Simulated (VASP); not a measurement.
# NaGeF3 (Pm-3m) in VASP: a series of runs

NaGeF3 is run at these levels: PBE; tasks: single point.

All numbers are computed with VASP 6.6.1; they aren't measurements. Logs are shortened: lines on timing, memory, paths and dates and some standing lists are left out, and cuts for length are marked.

## (1) The cell of the first run

Symmetry: Pm-3m, No. 221, cubic system. The conventional cell has a = 4.348 Å, b = 4.348 Å, c = 4.348 Å, α = 90.00°, β = 90.00°, γ = 90.00°. Na (site symmetry m-3m) has 12 F at 3.07 Å and 8 Ge at 3.77 Å within 4.0 Å. Within 2.9 Å of Ge (site symmetry m-3m) lie 6 F at 2.17 Å. Within 2.9 Å of F (site symmetry 4/mmm) lie 2 Ge at 2.17 Å.

## (2) Single point, PBE

File INCAR:

```
PREC = Accurate
ENCUT = 600
EDIFF = 1E-6
ISMEAR = -1
SIGMA = 0.001
LREAL = False
LASPH = True
NELM = 120
ALGO = Normal
ISIF = 2
LWAVE = False
LCHARG = True
GGA = PE
LELF = True
LVHAR = True
NBANDS = 29
GGA_COMPAT = False
```

File KPOINTS:

```
Automatic mesh
0
Gamma
  4 4 4
```

File POSCAR:

```
NaGeF3
1.0
    4.3476430689      0.0000000000      0.0000000000
    0.0000000000      4.3476430689      0.0000000000
    0.0000000000      0.0000000000      4.3476430689
Na Ge F
1 1 3
Direct
    0.0000000000      0.0000000000      0.0000000000
    0.5000000000      0.5000000000      0.5000000000
    0.5000000000      0.5000000000      0.0000000000
    0.5000000000      0.0000000000      0.5000000000
    0.0000000000      0.5000000000      0.5000000000
```

Potentials or basis: VASP PAW PBE potentials, release 64 (Na_pv, Ge_d, F).

On the command line:

```console
> cat potpaw_PBE.64/Na_pv/POTCAR potpaw_PBE.64/Ge_d/POTCAR potpaw_PBE.64/F/POTCAR > POTCAR
> mpirun -np 1 vasp_std > vasp.out
```

OUTCAR:

```text
PREC = Accurate
   ENCUT = 600
   EDIFF = 1E-6
   ISMEAR = -1
   LREAL = False
   LASPH = True
   NELM = 120
   ISIF = 2
   GGA = PE

 ion  position               nearest neighbor table
   1  0.000  0.000  0.000-
   2  0.500  0.500  0.500-   3 2.17   4 2.17   5 2.17   3 2.17   4 2.17   5 2.17
   3  0.500  0.500  0.000-   2 2.17   2 2.17
   4  0.500  0.000  0.500-   2 2.17   2 2.17
   5  0.000  0.500  0.500-   2 2.17   2 2.17

  LATTYP: Found a simple cubic cell.
 ALAT       =     4.3476430689

  Lattice vectors:

 A1 = (   4.3476430689,   0.0000000000,   0.0000000000)
 A2 = (   0.0000000000,   4.3476430689,   0.0000000000)
 A3 = (   0.0000000000,   0.0000000000,   4.3476430689)

Analysis of symmetry for initial positions (statically):
=====================================================================
 Subroutine PRICEL returns:
 Original cell was already a primitive cell.

 Routine SETGRP: Setting up the symmetry group for a
 simple cubic supercell.

 Subroutine GETGRP returns: Found 48 space group operations
 (whereof 48 operations were pure point group operations)
 out of a pool of 48 trial point group operations.

The static configuration has the point symmetry O_h .

Analysis of symmetry for dynamics (positions and initial velocities):
=====================================================================
 Subroutine PRICEL returns:
 Original cell was already a primitive cell.

 Routine SETGRP: Setting up the symmetry group for a
 simple cubic supercell.

 Subroutine GETGRP returns: Found 48 space group operations
 (whereof 48 operations were pure point group operations)
 out of a pool of 48 trial point group operations.

The dynamic configuration has the point symmetry O_h .

 Subroutine INISYM returns: Found 48 space group operations
 (whereof 48 operations are pure point group operations),
 and found     1 'primitive' translations

----------------------------------------------------------------------------------------

                                     Primitive cell

  volume of cell :      82.1792

  direct lattice vectors                    reciprocal lattice vectors
     4.347643069  0.000000000  0.000000000     0.230009682  0.000000000  0.000000000
     0.000000000  4.347643069  0.000000000     0.000000000  0.230009682  0.000000000
     0.000000000  0.000000000  4.347643069     0.000000000  0.000000000  0.230009682

[... 73 lines left out ...]
   NELM   =    120;   NELMIN=  2; NELMDL= -5     # of ELM steps
   EDIFF  = 0.1E-05   stopping-criterion for ELM
   LREAL  =      F    real-space projection
   EDIFFG = 0.1E-04   stopping-criterion for IOM
   NSW    =      0    number of steps for IOM
   IBRION =     -1    ionic relax: 0-MD 1-quasi-New 2-CG
   NFREE  =      0    steps in history (QN), initial steepest desc. (CG)
   ISIF   =      2    stress and relaxation
   ISYM   =      2    0-nonsym 1-usesym 2-fastsym
   POTIM  = 0.5000    time-step for ionic-motion
   TEBEG  =    0.0;   TEEND  =   0.0 temperature during run
   PSTRESS=    0.0 pullay stress
   NELECT =      42.0000    total number of electrons
   NUPDOWN=      -1.0000    fix difference up-down
   EMIN   =  10.00;   EMAX   =-10.00  energy-range for DOS
   EFERMI =   0.00;   METHOD = LEGACY
   ISMEAR =    -1;   SIGMA  =   0.00  broadening in eV -4-tet -1-fermi 0-gaus
   EFERMI_NEDOS =   21; number of points for ismear=-14 and -15
   IALGO  =     38    algorithm
   IMIX   =      4    mixing-type and parameters
     AMIX     =   0.40;   BMIX     =  1.00
     AMIX_MAG =   1.60;   BMIX_MAG =  1.00
  volume/ion in A,a.u.               =      16.44       110.91
  Fermi-wavevector in a.u.,A,eV,Ry     =   1.308893  2.473449 23.309502  1.713200
  Thomas-Fermi vector in A             =   2.439529
   LORBIT       =      0    0 simple, 1 ext, 2 COOP (PROOUT), +10 PAW based schemes
   GGA     = PE    functional components
   LHFCALC =     F    Hartree Fock is set to
   AEXX    =    0.0000 exact exchange contribution
   IVDW    =     0    specifies the selected vdW correction
   LEPSILON=     F    determine dielectric tensor
   LRPA    =     F    only Hartree local field effects (RPA)
 non-spin polarized calculation
  energy-cutoff  :      600.00
  volume of cell :       82.18
 maximum number of plane-waves:      2800
 NGX is ok and might be reduce to    36
   NGX = 17   NGY = 17   NGZ = 17

 number of electron      41.9999979 magnetization

 Free energy of the ion-electron system (eV)
  ---------------------------------------------------
  ext. energy  EPLUGINS =         0.00000000
  ---------------------------------------------------
  free energy    TOTEN  =       -22.04374469 eV

  energy without entropy =      -22.04374469  energy(sigma->0) =      -22.04374469

 E-fermi :   2.9413     XC(G=0):  -8.4853

 val. band max:        2.9025153048   @ k =   0.5000   0.5000   0.5000
 cond. band min:       4.2024587125   @ k =   0.0000   0.0000   0.0000
 fundamental gap:      1.2999434077
 Fermi energy:         2.9413467343

 k-point     1 :       0.0000    0.0000    0.0000
  band No.  band energies     occupation
      1     -23.0367      2.00000
      2     -23.0367      2.00000
      3     -23.0367      2.00000
      4     -22.8865      2.00000
      5     -22.8865      2.00000
      6     -22.6160      2.00000
[... 309 lines left out ...]
     28       9.0334      0.00000
     29      14.3338      0.00000

------------------------ aborting loop because EDIFF is reached ----------------------------------------

  FORCE on cell =-STRESS in cart. coord.  units (eV):
  Direction    XX          YY          ZZ          XY          YZ          ZX
  --------------------------------------------------------------------------------------
  -------------------------------------------------------------------------------------
  Total        1.0435925      1.0435925      1.0435925      0.0000000      0.0000000     -0.0000000
  in kB       20.3460402     20.3460402     20.3460402      0.0000000      0.0000000     -0.0000000
  external PRESSURE =      20.3460402 kB  Pullay stress =       0.0000000 kB

 VOLUME and BASIS-vectors are now :
 -----------------------------------------------------------------------------
  energy-cutoff  :      600.00
  volume of cell :       82.18
      direct lattice vectors                 reciprocal lattice vectors
     4.347643069  0.000000000  0.000000000     0.230009682  0.000000000  0.000000000
     0.000000000  4.347643069  0.000000000     0.000000000  0.230009682  0.000000000
     0.000000000  0.000000000  4.347643069     0.000000000  0.000000000  0.230009682

 POSITION                                       TOTAL-FORCE (eV/Angst)
 -----------------------------------------------------------------------------------
      0.00000      0.00000      0.00000         0.000000      0.000000      0.000000
      2.17382      2.17382      2.17382         0.000000      0.000000      0.000000
      2.17382      2.17382      0.00000         0.000000      0.000000      0.000000
      2.17382      0.00000      2.17382         0.000000      0.000000      0.000000
      0.00000      2.17382      2.17382         0.000000      0.000000      0.000000
 -----------------------------------------------------------------------------------
    total drift:                                0.000000      0.000000      0.000000

  FREE ENERGIE OF THE ION-ELECTRON SYSTEM (eV)
  ---------------------------------------------------
  free  energy   TOTEN  =       -22.0437446924 eV

  energy  without entropy=      -22.0437446924  energy(sigma->0) =      -22.04374469
```

OSZICAR:

```text
N       E                     dE             d eps       ncg     rms          rms(c)
DAV:   1     0.510219546416E+03    0.51022E+03   -0.23511E+04   736   0.298E+03
DAV:   2     0.534725257382E+02   -0.45675E+03   -0.43512E+03   638   0.827E+02
DAV:   3    -0.203030342617E+02   -0.73776E+02   -0.72483E+02   656   0.198E+02
DAV:   4    -0.243578659096E+02   -0.40548E+01   -0.40491E+01   664   0.536E+01
DAV:   5    -0.244424302405E+02   -0.84564E-01   -0.84562E-01   634   0.768E+00    0.901E+00
DAV:   6    -0.221053649319E+02    0.23371E+01   -0.80832E+00   731   0.277E+01    0.316E+00
DAV:   7    -0.220728815775E+02    0.32483E-01   -0.40426E-01   644   0.473E+00    0.171E+00
DAV:   8    -0.220449639705E+02    0.27918E-01   -0.94290E-02   786   0.444E+00    0.373E-01
DAV:   9    -0.220436528704E+02    0.13111E-02   -0.12621E-02   799   0.151E+00    0.141E-01
DAV:  10    -0.220437501795E+02   -0.97309E-04   -0.18324E-03   680   0.536E-01    0.296E-02
DAV:  11    -0.220437394462E+02    0.10733E-04   -0.23324E-04   799   0.185E-01    0.145E-02
DAV:  12    -0.220437450313E+02   -0.55851E-05   -0.26679E-05   804   0.724E-02    0.382E-03
DAV:  13    -0.220437446924E+02    0.33890E-06   -0.50690E-06   720   0.372E-02
   1 F= -.22043745E+02 E0= -.22043745E+02  d E =0.000000E+00
```

stdout:

```text
POSCAR found type information on POSCAR NaGeF
 POSCAR found :  3 types and       5 ions
 scaLAPACK will be used
 LDA part: xc-table for (Slater+PW92), standard interpolation
 POSCAR, INCAR and KPOINTS ok, starting setup
 FFT: planning ... GRIDC
 FFT: planning ... GRID_SOFT
 FFT: planning ... GRID
 WAVECAR not read
 entering main loop
```

It took 18 s on 1 thread of Intel Xeon Platinum 8375C at 2.90GHz (Ice Lake), shared host; peak memory 0.2 GiB.

Results:

- Free energy: -22.0437 eV
- Pressure: 2.0 GPa
- Band gap on the k mesh: 1.30 eV (least direct gap 1.90 eV)

A k mesh can miss the band edges.

## (3) Single point, PBE

File INCAR:

```
ALGO     = Normal         # electronic algorithm
EDIFF    = 1E-6           # SCF threshold, eV
ENCUT    = 600            # plane-wave cutoff, eV
GGA      = PE             # functional
GGA_COMPAT= False        
ISIF     = 2              # what is computed and relaxed
ISMEAR   = 1              # smearing method
LASPH    = True           # aspherical terms in the spheres
LCHARG   = False          # write CHGCAR
LREAL    = False          # projectors in reciprocal space
LWAVE    = False          # write WAVECAR
NBANDS   = 29             # bands
NELM     = 120            # most SCF steps
PREC     = Accurate       # precision mode
SIGMA    = 0.05           # smearing width, eV
```

File KPOINTS:

```
k-points
0
Gamma
  4 4 4
```

POSCAR is that of step 2.

Potentials or basis: VASP PAW PBE potentials, release 64 (Na_pv, Ge_d, F).

On the command line:

```console
> cat potpaw_PBE.64/Na_pv/POTCAR potpaw_PBE.64/Ge_d/POTCAR potpaw_PBE.64/F/POTCAR > POTCAR
> mpirun -np 1 vasp_std > vasp.out
```

OUTCAR:

```text
EDIFF = 1E-6
   ENCUT = 600
   GGA = PE
   ISIF = 2
   ISMEAR = 1
   LASPH = True
   LREAL = False
   NELM = 120
   PREC = Accurate

 ion  position               nearest neighbor table
   1  0.000  0.000  0.000-
   2  0.500  0.500  0.500-   3 2.17   4 2.17   5 2.17   3 2.17   4 2.17   5 2.17
   3  0.500  0.500  0.000-   2 2.17   2 2.17
   4  0.500  0.000  0.500-   2 2.17   2 2.17
   5  0.000  0.500  0.500-   2 2.17   2 2.17

  LATTYP: Found a simple cubic cell.
 ALAT       =     4.3476430689

  Lattice vectors:

 A1 = (   4.3476430689,   0.0000000000,   0.0000000000)
 A2 = (   0.0000000000,   4.3476430689,   0.0000000000)
 A3 = (   0.0000000000,   0.0000000000,   4.3476430689)

Analysis of symmetry for initial positions (statically):
=====================================================================
 Subroutine PRICEL returns:
 Original cell was already a primitive cell.

 Routine SETGRP: Setting up the symmetry group for a
 simple cubic supercell.

 Subroutine GETGRP returns: Found 48 space group operations
 (whereof 48 operations were pure point group operations)
 out of a pool of 48 trial point group operations.

The static configuration has the point symmetry O_h .

Analysis of symmetry for dynamics (positions and initial velocities):
=====================================================================
 Subroutine PRICEL returns:
 Original cell was already a primitive cell.

 Routine SETGRP: Setting up the symmetry group for a
 simple cubic supercell.

 Subroutine GETGRP returns: Found 48 space group operations
 (whereof 48 operations were pure point group operations)
[... 107 lines left out ...]
   EFERMI =   0.00;   METHOD = LEGACY
   ISMEAR =     1;   SIGMA  =   0.05  broadening in eV -4-tet -1-fermi 0-gaus
   EFERMI_NEDOS =   21; number of points for ismear=-14 and -15
   IALGO  =     38    algorithm
   IMIX   =      4    mixing-type and parameters
     AMIX     =   0.40;   BMIX     =  1.00
     AMIX_MAG =   1.60;   BMIX_MAG =  1.00
  volume/ion in A,a.u.               =      16.44       110.91
  Fermi-wavevector in a.u.,A,eV,Ry     =   1.308893  2.473449 23.309502  1.713200
  Thomas-Fermi vector in A             =   2.439529
   LORBIT       =      0    0 simple, 1 ext, 2 COOP (PROOUT), +10 PAW based schemes
   GGA     = PE    functional components
   LHFCALC =     F    Hartree Fock is set to
   AEXX    =    0.0000 exact exchange contribution
   IVDW    =     0    specifies the selected vdW correction
   LEPSILON=     F    determine dielectric tensor
   LRPA    =     F    only Hartree local field effects (RPA)
 non-spin polarized calculation
 Methfessel and Paxton  Order N= 1 SIGMA  =   0.05
  energy-cutoff  :      600.00
  volume of cell :       82.18
 maximum number of plane-waves:      2800
 NGX is ok and might be reduce to    36
   NGX = 17   NGY = 17   NGZ = 17

 number of electron      41.9999979 magnetization

 Free energy of the ion-electron system (eV)
  ---------------------------------------------------
  ext. energy  EPLUGINS =         0.00000000
  ---------------------------------------------------
  free energy    TOTEN  =       -22.04369940 eV

  energy without entropy =      -22.04374469  energy(sigma->0) =      -22.04371449

 E-fermi :   2.9446     XC(G=0):  -8.4853

 val. band max:        2.9025153125   @ k =   0.5000   0.5000   0.5000
 cond. band min:       4.2024587094   @ k =   0.0000   0.0000   0.0000
 fundamental gap:      1.2999433969
 Fermi energy:         2.9446094234

 k-point     1 :       0.0000    0.0000    0.0000
  band No.  band energies     occupation
      1     -23.0367      2.00000
      2     -23.0367      2.00000
      3     -23.0367      2.00000
      4     -22.8865      2.00000
      5     -22.8865      2.00000
      6     -22.6160      2.00000
[... 309 lines left out ...]
     28       9.0334      0.00000
     29      14.3338      0.00000

------------------------ aborting loop because EDIFF is reached ----------------------------------------

  FORCE on cell =-STRESS in cart. coord.  units (eV):
  Direction    XX          YY          ZZ          XY          YZ          ZX
  --------------------------------------------------------------------------------------
  -------------------------------------------------------------------------------------
  Total        1.0435939      1.0435939      1.0435939      0.0000000      0.0000000     -0.0000000
  in kB       20.3460672     20.3460672     20.3460672      0.0000000      0.0000000     -0.0000000
  external PRESSURE =      20.3460672 kB  Pullay stress =       0.0000000 kB

 VOLUME and BASIS-vectors are now :
 -----------------------------------------------------------------------------
  energy-cutoff  :      600.00
  volume of cell :       82.18
      direct lattice vectors                 reciprocal lattice vectors
     4.347643069  0.000000000  0.000000000     0.230009682  0.000000000  0.000000000
     0.000000000  4.347643069  0.000000000     0.000000000  0.230009682  0.000000000
     0.000000000  0.000000000  4.347643069     0.000000000  0.000000000  0.230009682

 POSITION                                       TOTAL-FORCE (eV/Angst)
 -----------------------------------------------------------------------------------
      0.00000      0.00000      0.00000         0.000000      0.000000      0.000000
      2.17382      2.17382      2.17382         0.000000      0.000000      0.000000
      2.17382      2.17382      0.00000         0.000000      0.000000      0.000000
      2.17382      0.00000      2.17382         0.000000      0.000000      0.000000
      0.00000      2.17382      2.17382         0.000000      0.000000      0.000000
 -----------------------------------------------------------------------------------
    total drift:                                0.000000      0.000000      0.000000

  FREE ENERGIE OF THE ION-ELECTRON SYSTEM (eV)
  ---------------------------------------------------
  free  energy   TOTEN  =       -22.0436993960 eV

  energy  without entropy=      -22.0437446922  energy(sigma->0) =      -22.04371449
```

OSZICAR:

```text
N       E                     dE             d eps       ncg     rms          rms(c)
DAV:   1     0.510217823161E+03    0.51022E+03   -0.23511E+04   736   0.298E+03
DAV:   2     0.534712766506E+02   -0.45675E+03   -0.43512E+03   638   0.827E+02
DAV:   3    -0.203029889657E+02   -0.73774E+02   -0.72486E+02   656   0.198E+02
DAV:   4    -0.243578206134E+02   -0.40548E+01   -0.40491E+01   664   0.536E+01
DAV:   5    -0.244423849444E+02   -0.84564E-01   -0.84562E-01   634   0.768E+00    0.901E+00
DAV:   6    -0.221053196357E+02    0.23371E+01   -0.80832E+00   731   0.277E+01    0.316E+00
DAV:   7    -0.220728362811E+02    0.32483E-01   -0.40426E-01   644   0.473E+00    0.171E+00
DAV:   8    -0.220449186745E+02    0.27918E-01   -0.94290E-02   786   0.444E+00    0.373E-01
DAV:   9    -0.220436075741E+02    0.13111E-02   -0.12621E-02   799   0.151E+00    0.141E-01
DAV:  10    -0.220437048834E+02   -0.97309E-04   -0.18324E-03   680   0.536E-01    0.296E-02
DAV:  11    -0.220436941502E+02    0.10733E-04   -0.23324E-04   799   0.185E-01    0.145E-02
DAV:  12    -0.220436997356E+02   -0.55854E-05   -0.26679E-05   804   0.724E-02    0.382E-03
DAV:  13    -0.220436993960E+02    0.33957E-06   -0.50689E-06   720   0.372E-02
   1 F= -.22043699E+02 E0= -.22043714E+02  d E =0.452961E-04
```

stdout:

```text
POSCAR found type information on POSCAR NaGeF
 POSCAR found :  3 types and       5 ions
 scaLAPACK will be used
 LDA part: xc-table for (Slater+PW92), standard interpolation
 POSCAR, INCAR and KPOINTS ok, starting setup
 FFT: planning ... GRIDC
 FFT: planning ... GRID_SOFT
 FFT: planning ... GRID
 WAVECAR not read
 entering main loop
```

Run time: 17 s. Hardware: 1 thread of Intel Xeon Platinum 8375C at 2.90GHz (Ice Lake), shared host; peak memory 0.21 GiB.

Results:

| Property | Result |
| --- | --- |
| Free energy | -22.0437 eV |
| Pressure | 2.0 GPa |
| Band gap on the k mesh | 1.30 eV (least direct gap 1.90 eV) |

Levels at points of the mesh, in eV from the valence-band top:
```
           k point  band 17  band 18  band 19  band 20  band 21  band 22  band 23  band 24  band 25  band 26
(0.00, 0.00, 0.00)    -5.52    -5.52    -5.51    -5.51    -5.51     1.30     5.54     5.54     5.54     7.32
(0.50, 0.00, 0.00)    -5.74    -5.62    -5.51    -5.51    -2.92     1.68     4.51     4.93     5.35     5.35
(0.50, 0.50, 0.00)    -5.95    -5.72    -5.72    -5.10    -1.34     2.12     2.12     3.67     5.07     6.70
(0.50, 0.50, 0.50)    -6.02    -5.09    -5.09    -5.09     0.00     1.90     1.90     1.90     3.83     6.13
```

A k mesh can miss the band edges.
